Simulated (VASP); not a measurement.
# BeTe (Pmma) in VASP: a series of runs, part 2 of 2

VASP 6.6.1.

## 3. Single point, PBE

This run uses another cell than the first one, of 19.51 Å³/atom.

INCAR

```
ALGO     = Normal         # electronic algorithm
EDIFF    = 1E-6           # SCF threshold, eV
ENCUT    = 520            # plane-wave cutoff, eV
GGA      = PE             # functional
ISIF     = 2              # what is computed and relaxed
ISMEAR   = 0              # smearing method
LASPH    = T              # aspherical terms in the spheres
LCHARG   = F              # write CHGCAR
LREAL    = F              # projectors in reciprocal space
LWAVE    = F              # write WAVECAR
NBANDS   = 26             # bands
NELM     = 100            # most SCF steps
PREC     = Accurate       # precision mode
SIGMA    = 0.1            # smearing width, eV
```

KPOINTS

```
k-points
0
Gamma
  4 4 4
```

POSCAR

```
BeTe
1.0
    7.5829316924      0.0000000000      0.0000000000
    0.0000000000      5.2858278961      0.0000000000
    0.0000000000      0.0000000000      3.8939923439
Be Te
4 4
Direct
    0.7500000000      0.0000000000      0.4789123288
    0.0000000000      0.5000000000      0.0000000000
    0.2500000000      0.0000000000      0.5210876712
    0.5000000000      0.5000000000      0.0000000000
    0.7500000000      0.5000000000      0.5614933334
    0.0000000000      0.0000000000      0.0000000000
    0.2500000000      0.5000000000      0.4385066666
    0.5000000000      0.0000000000      0.0000000000
```

Potentials or basis: VASP PAW PBE potentials, release 64 (Be, Te).

Launch:

```console
$ cat potpaw_PBE.64/Be/POTCAR potpaw_PBE.64/Te/POTCAR > POTCAR
$ mpirun -np 1 vasp_std > vasp.out
```

OUTCAR:

```text
EDIFF = 1E-6
   ENCUT = 520
   GGA = PE
   ISIF = 2
   ISMEAR = 0
   LASPH = T
   LREAL = F
   NELM = 100
   PREC = Accurate

 ion  position               nearest neighbor table
   1  0.750  0.000  0.479-   6 2.66   8 2.66   5 2.66   5 2.66   6 2.78   8 2.78
   2  0.000  0.500  0.000-   5 2.55   7 2.55   6 2.64   6 2.64   7 2.89   5 2.89
   3  0.250  0.000  0.521-   6 2.66   8 2.66   7 2.66   7 2.66   8 2.78   6 2.78
   4  0.500  0.500  0.000-   5 2.55   7 2.55   8 2.64   8 2.64   7 2.89   5 2.89
   5  0.750  0.500  0.561-   2 2.55   4 2.55   1 2.66   1 2.66   4 2.89   2 2.89   8 3.67   6 3.67
                             6 3.67   8 3.67
   6  0.000  0.000  0.000-   2 2.64   2 2.64   3 2.66   1 2.66   1 2.78   3 2.78   5 3.67   7 3.67
                             5 3.67   7 3.67
   7  0.250  0.500  0.439-   2 2.55   4 2.55   3 2.66   3 2.66   2 2.89   4 2.89   8 3.67   6 3.67
                             6 3.67   8 3.67
   8  0.500  0.000  0.000-   4 2.64   4 2.64   1 2.66   3 2.66   1 2.78   3 2.78   5 3.67   7 3.67
                             5 3.67   7 3.67

  LATTYP: Found a simple orthorhombic cell.
 ALAT       =     3.8939923439
 B/A-ratio  =     1.3574315071
 C/A-ratio  =     1.9473411919

  Lattice vectors:

 A1 = (   0.0000000000,   0.0000000000,  -3.8939923439)
 A2 = (   0.0000000000,   5.2858278961,   0.0000000000)
 A3 = (   7.5829316924,   0.0000000000,   0.0000000000)

Analysis of symmetry for initial positions (statically):
=====================================================================
 Subroutine PRICEL returns:
 Original cell was already a primitive cell.

 Routine SETGRP: Setting up the symmetry group for a
 simple orthorhombic supercell.

 Subroutine GETGRP returns: Found  8 space group operations
 (whereof  4 operations were pure point group operations)
 out of a pool of  8 trial point group operations.

The static configuration has the point symmetry C_2h.
 The point group associated with its full space group is D_2h.

Analysis of symmetry for dynamics (positions and initial velocities):
[... 145 lines left out ...]
  volume/ion in A,a.u.               =      19.51       131.66
  Fermi-wavevector in a.u.,A,eV,Ry     =   0.965331  1.824212 12.678787  0.931865
  Thomas-Fermi vector in A             =   2.095039
   LORBIT       =      0    0 simple, 1 ext, 2 COOP (PROOUT), +10 PAW based schemes
   GGA     = PE    functional components
   LHFCALC =     F    Hartree Fock is set to
   AEXX    =    0.0000 exact exchange contribution
   IVDW    =     0    specifies the selected vdW correction
   LEPSILON=     F    determine dielectric tensor
   LRPA    =     F    only Hartree local field effects (RPA)
 non-spin polarized calculation
 Gauss-broadening in eV      SIGMA  =   0.10
  energy-cutoff  :      520.00
  volume of cell :      156.08
 maximum number of plane-waves:      4228
   NGX = 29   NGY = 19   NGZ = 15

 number of electron      31.9999999 magnetization

 Free energy of the ion-electron system (eV)
  ---------------------------------------------------
  ext. energy  EPLUGINS =         0.00000000
  ---------------------------------------------------
  free energy    TOTEN  =       -26.34507065 eV

  energy without entropy =      -26.33193407  energy(sigma->0) =      -26.33850236

 E-fermi :   7.0170     XC(G=0):  -9.8932

 val. band max:        6.9884567270   @ k =   0.0000   0.2500   0.0000
 cond. band min:       7.0205015314   @ k =   0.2500   0.0000   0.5000
 fundamental gap:      0.0320448044
 Fermi energy:         7.0170036596

 k-point     1 :       0.0000    0.0000    0.0000
  band No.  band energies     occupation
      1      -6.1755      2.00000
      2      -4.4436      2.00000
      3      -4.3436      2.00000
      4      -3.3472      2.00000
      5       1.1533      2.00000
      6       2.1571      2.00000
[... 685 lines left out ...]
     25      13.1861      0.00000
     26      13.2272      0.00000

 [... further k-points ...]
[... 5 lines left out ...]
  --------------------------------------------------------------------------------------
  -------------------------------------------------------------------------------------
  Total        0.0206187      0.1509467      0.0986037      0.0000000      0.0000000      0.0000000
  in kB        0.2116538      1.5494905      1.0121823      0.0000000      0.0000000      0.0000000
  external PRESSURE =       0.9244422 kB  Pullay stress =       0.0000000 kB

 VOLUME and BASIS-vectors are now :
 -----------------------------------------------------------------------------
  energy-cutoff  :      520.00
  volume of cell :      156.08
      direct lattice vectors                 reciprocal lattice vectors
     7.582931692  0.000000000  0.000000000     0.131875116  0.000000000  0.000000000
     0.000000000  5.285827896  0.000000000     0.000000000  0.189185123  0.000000000
     0.000000000  0.000000000  3.893992344     0.000000000  0.000000000  0.256805846

 POSITION                                       TOTAL-FORCE (eV/Angst)
 -----------------------------------------------------------------------------------
      5.68720      0.00000      1.86488        -0.000000     -0.000000      0.002577
      0.00000      2.64291      0.00000        -0.000000     -0.000000     -0.000000
      1.89573      0.00000      2.02911        -0.000000     -0.000000     -0.002577
      3.79147      2.64291      0.00000        -0.000000     -0.000000     -0.000000
      5.68720      2.64291      2.18645         0.000000     -0.000000     -0.008777
      0.00000      0.00000      0.00000        -0.000000     -0.000000     -0.000000
      1.89573      2.64291      1.70754         0.000000      0.000000      0.008777
      3.79147      0.00000      0.00000        -0.000000     -0.000000     -0.000000
 -----------------------------------------------------------------------------------
    total drift:                               -0.000000      0.000000     -0.000000

  FREE ENERGIE OF THE ION-ELECTRON SYSTEM (eV)
  ---------------------------------------------------
  free  energy   TOTEN  =       -26.3450706527 eV

  energy  without entropy=      -26.3319340658  energy(sigma->0) =      -26.33850236
```

Wall time 42 s (1 thread of Intel Xeon 6975P-C (Granite Rapids), shared host); peak memory 0.3 GiB.

What came out:

```
Free energy            : -26.3451 eV
Pressure               : 0.1 GPa
Largest force          : 0.009 eV/Å
Band gap on the k mesh : zero (bands 16 and 17 overlap by 0.60 eV)
```

Forces on the atoms (eV/Å):
```
Be   0.000  0.000  0.003
Be   0.000  0.000  0.000
Be   0.000  0.000 -0.003
Be   0.000  0.000  0.000
Te   0.000  0.000 -0.009
Te   0.000  0.000  0.000
Te   0.000  0.000  0.009
Te   0.000  0.000  0.000
```

Caveat: the k points lie up to 0.40 Å⁻¹ apart, too coarse for converged energies and pressures of a metal; semilocal functionals underestimate gaps, so a narrow gap can read as zero; spin-orbit coupling is left out, which moves the levels of the heavy elements.

## 4. Relaxation of cell and atoms, PBE

INCAR

```
  PREC = Accurate
  ENCUT = 600
  EDIFF = 1E-7
  ISMEAR = 0
  SIGMA = 0.1
  LREAL = False
  LASPH = True
  NELM = 100
  ALGO = Normal
  ISIF = 3
  LWAVE = False
  LCHARG = False
  GGA = PE
  IBRION = 2
  NSW = 90
  EDIFFG = -0.04
```

KPOINTS

```
Automatic mesh
0
Gamma
  4 4 4
```

POSCAR

```
BeTe
1.0
    7.4332013500      0.0000000000      0.0000000000
    0.0000000000      4.2323677300      0.0000000000
    0.0000000000      0.0000000000      4.0074785200
Be Te
4 4
Direct
    0.7500000000      0.0000000000      0.3554073800
    0.0000000000      0.5000000000      0.0000000000
    0.2500000000      0.0000000000      0.6445926200
    0.5000000000      0.5000000000      0.0000000000
    0.7500000000      0.5000000000      0.6445926200
    0.0000000000      0.0000000000      0.0000000000
    0.2500000000      0.5000000000      0.3554073800
    0.5000000000      0.0000000000      0.0000000000
```

Launch:

```console
$ cat potpaw_PBE.64/Be/POTCAR potpaw_PBE.64/Te/POTCAR > POTCAR
$ mpirun -np 1 vasp_std > vasp.out
```

Wall time 9.6 min (1 thread of Intel Xeon 6975P-C (Granite Rapids), shared host); peak memory 0.31 GiB.

Results (log left out):

```yaml
Free_energy: -26.3427 eV
Relaxed_volume: 19.52 Å³/atom
Relaxed_cell: a = 7.573 Å, b = 5.304 Å, c = 3.888 Å, α = 90.00°, β = 90.00°, γ = 90.00°
Space_group_after_relaxing_to_0.1_Å: Pmma (No. 51)
Energy_gained_by_relaxing: 667.3 meV/atom
Ionic_steps: 22
Pressure_after_relaxing: 0.0 GPa
Largest_force_after_relaxing: 0.039 eV/Å
Band_gap_on_the_k_mesh: zero (bands 16 and 17 overlap by 0.54 eV)
```

Forces on the atoms (eV/Å):
```
Be   0.000  0.000 -0.039
Be   0.000  0.000  0.000
Be   0.000  0.000  0.039
Be   0.000  0.000  0.000
Te   0.000  0.000 -0.004
Te   0.000  0.000  0.000
Te   0.000  0.000  0.004
Te   0.000  0.000  0.000
```

Stress tensor (GPa, compression positive):
```
-0.02  0.00  0.00
 0.00 -0.02  0.00
 0.00  0.00  0.13
```

The path:
| step | energy change (eV) | largest force (eV/Å) | pressure (GPa) | volume (Å³) |
| --- | --- | --- | --- | --- |
| 1 | 0.0000 | 3.4195 | 35.22 | 126.08 |
| 2 | -3.9028 | 0.1960 | -7.80 | 199.26 |
| 3 | -4.7421 | 1.0101 | -0.76 | 169.53 |
| 4 | -4.7433 | 0.9732 | -1.14 | 170.57 |
| 5 | -4.8701 | 0.7750 | -0.88 | 168.01 |
| 6 | -5.0981 | 0.3559 | 0.36 | 160.38 |
| 7 | -4.9658 | 0.5947 | 5.91 | 145.35 |
| 8 | -5.1292 | 0.4186 | 1.87 | 154.87 |
| 9 | -5.1886 | 0.3118 | -1.38 | 161.07 |
| 10 | -5.1921 | 0.3320 | -0.80 | 159.83 |
| 11 | -5.2310 | 0.3062 | -0.46 | 158.14 |
| 12 | -5.2654 | 0.2449 | 0.39 | 154.90 |
| 13 | -5.3009 | 0.1844 | 0.00 | 155.34 |
| 14 | -5.3159 | 0.1404 | -0.34 | 155.86 |
| 15 | -5.3190 | 0.1066 | 0.60 | 153.82 |
| 16 | -5.3197 | 0.1177 | 0.31 | 154.43 |
| 17 | -5.3259 | 0.1222 | 0.16 | 155.01 |
| 18 | -5.3305 | 0.0800 | -0.05 | 156.03 |
| 19 | -5.3351 | 0.0706 | -0.04 | 156.28 |
| 20 | -5.3361 | 0.0657 | -0.02 | 156.46 |
| 21 | -5.3378 | 0.0523 | 0.00 | 156.32 |
| 22 | -5.3383 | 0.0392 | 0.03 | 156.19 |

Final structure:
```
Be Te
1.0
     7.57341    0.00000    0.00000
     0.00000    5.30411    0.00000
     0.00000    0.00000    3.88821
Be Te
4 4
Direct
  0.75000 0.00000 0.48603
  0.00000 0.50000 0.00000
  0.25000 0.00000 0.51397
  0.50000 0.50000 0.00000
  0.75000 0.50000 0.56138
  0.00000 0.00000 0.00000
  0.25000 0.50000 0.43862
  0.50000 0.00000 0.00000
```

Levels at points of the mesh, in eV from the Fermi level:
```
           k point  band 14  band 15  band 16  band 17  band 18  band 19
(0.00, 0.00, 0.00)    -0.44    -0.36    -0.27     0.16     1.98     2.01
(0.50, 0.00, 0.00)    -1.42    -0.38    -0.38     0.95     0.95     3.44
(0.00, 0.50, 0.00)    -0.34    -0.08     0.00     1.18     1.47     2.20
(0.50, 0.50, 0.00)    -0.76    -0.75    -0.75     1.82     1.82     1.93
(0.00, 0.00, 0.50)    -2.72    -1.61    -0.71    -0.43     0.32     2.22
(0.50, 0.00, 0.50)    -3.05    -2.51    -2.51     0.85     0.85     1.33
(0.00, 0.50, 0.50)    -0.08    -0.04     0.02     2.32     2.39     2.51
(0.50, 0.50, 0.50)    -1.86    -1.79    -1.79     2.70     2.70     2.85
```

Caveat: the k points lie up to 0.40 Å⁻¹ apart in the final cell, too coarse for converged energies and pressures of a metal; the volume moved by over 15 % at a fixed basis, so the end points are rough; semilocal functionals underestimate gaps, so a narrow gap can read as zero; spin-orbit coupling is left out, which moves the levels of the heavy elements.

## 5. Summary

| task | cell | cutoff (eV) | gap on the mesh (eV) | pressure (GPa) | largest force (eV/Å) |
| --- | --- | --- | --- | --- | --- |
| single point | a = 7.433, b = 4.232, c = 4.007 Å, 8 atoms, atomic positions A | 520 | none | 35.2 | 3.42 |
| single point | a = 7.583, b = 5.286, c = 3.894 Å, 8 atoms, atomic positions B | 520 | none | 0.1 | 0.01 |
| relaxation of cell and atoms | relaxed from a = 7.433, b = 4.232, c = 4.007 Å, 8 atoms, atomic positions A | 600 | none | 0.0 | 0.04 |

Alike in all rows: level PBE; potentials or basis VASP PAW PBE potentials, release 64 (Be, Te); no spin polarisation; k mesh 4 × 4 × 4; smearing gaussian 0.1 eV.

Caveats: all runs use coarse meshes; semilocal functionals underestimate gaps, so a narrow gap can read as zero; spin-orbit coupling is left out, which moves the levels of the heavy elements; forces of over 1 eV/Å act on the atoms, so gaps and moduli don't describe the material at rest (at least some runs); the volume moved by over 15 % at a fixed basis, so the end points are rough (at least some runs).

Total energies depend on the potentials used, so only differences within one code and one set of settings carry meaning.
